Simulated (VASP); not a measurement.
SnO: single point with LDA

SnO:

```xyz
4
Lattice="3.7652 0.0000 0.0000 0.0000 3.7652 0.0000 0.0000 0.0000 4.6522" Properties=species:S:1:pos:R:3 pbc="T T T"
Sn    1.8826    0.0000    1.1457
Sn    0.0000    1.8826    3.5065
O     0.0000    0.0000    0.0000
O     1.8826    1.8826    0.0000
```

- Program: VASP 6.6.1
- Task: single point
- Functional: LDA
- Potentials or basis: VASP PAW LDA potentials, release 64 (Sn_d, O)
- Cutoff: 520 eV
- k mesh: 10 × 10 × 8
- Occupations: fermi-dirac, width 0.1 eV
- Spin: no spin polarisation

| Property | Result |
| --- | --- |
| Pressure | 0.3 GPa |
| Largest force | 0.117 eV/Å |
| Band gap on the k mesh | zero (band 20 reaches 7.65 eV, above the bottom of band 21 at 7.42 eV) |

Forces on the atoms (eV/Å):
```
Sn   0.000  0.000  0.117
Sn   0.000  0.000 -0.117
O    0.000  0.000  0.000
O    0.000  0.000  0.000
```

Levels at points of the mesh, in eV from the Fermi level:
| k point | band 18 | band 19 | band 20 | band 21 | band 22 | band 23 |
| --- | --- | --- | --- | --- | --- | --- |
| (0.00, 0.00, 0.00) | -3.44 | -3.44 | -0.10 | 2.19 | 4.41 | 4.41 |
| (0.50, 0.00, 0.00) | -5.20 | -3.03 | -3.03 | 3.27 | 3.27 | 5.76 |
| (0.50, 0.50, 0.00) | -2.75 | -2.04 | -2.04 | -0.31 | -0.31 | 4.34 |
| (0.00, 0.00, 0.50) | -3.46 | -2.88 | -2.41 | 1.44 | 2.53 | 2.53 |
| (0.50, 0.00, 0.50) | -5.15 | -1.91 | -1.91 | 2.67 | 2.67 | 5.16 |
| (0.50, 0.50, 0.50) | -3.04 | -2.75 | -2.75 | 2.14 | 2.14 | 4.25 |

Wall time 4.2 min on 1 thread of AMD EPYC 7R13 (shared host), peak memory 0.24 GiB.

Caveat: spin-orbit coupling is left out, which moves the levels of the heavy elements.
